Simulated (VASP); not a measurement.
Ga9N7 (a cell with a defect), 16 atoms in the cell. The cell holds a defect, 16 atoms: a = 5.243 Å, b = 6.437 Å, c = 6.437 Å, α = 120.00°, β = 90.00°, γ = 90.00°. 

* Program: VASP 6.6.1
* Task: single point
* Functional: PBE
* Potentials or basis: VASP PAW PBE potentials, release 64 (Ga_d, N)
* Cutoff: 520 eV
* k mesh: 4 × 4 × 4
* Occupations: gaussian, width 0.01 eV
* Spin: no spin polarisation
* Dipole correction: no
* Further INCAR settings: LREAL = Auto; ALGO = Normal; EDIFF = 1e-07; NBANDS = 90

Potentials or basis: VASP PAW PBE potentials, release 64 (Ga_d, N).

Command:

```console
$ cat potpaw_PBE.64/Ga_d/POTCAR potpaw_PBE.64/N/POTCAR > POTCAR
$ mpirun -np 1 vasp_std > vasp.out
```

Hardware: 1 thread of Intel(R) Xeon(R) Platinum 8488C (Sapphire Rapids) (shared host).

**Question.** Estimate the wall time of this run.

**Answer.** It took 11 min on 1 thread of Intel(R) Xeon(R) Platinum 8488C (Sapphire Rapids), with other jobs on the host, peak memory 0.36 GiB. Counts: scf iterations 21, k points 13.
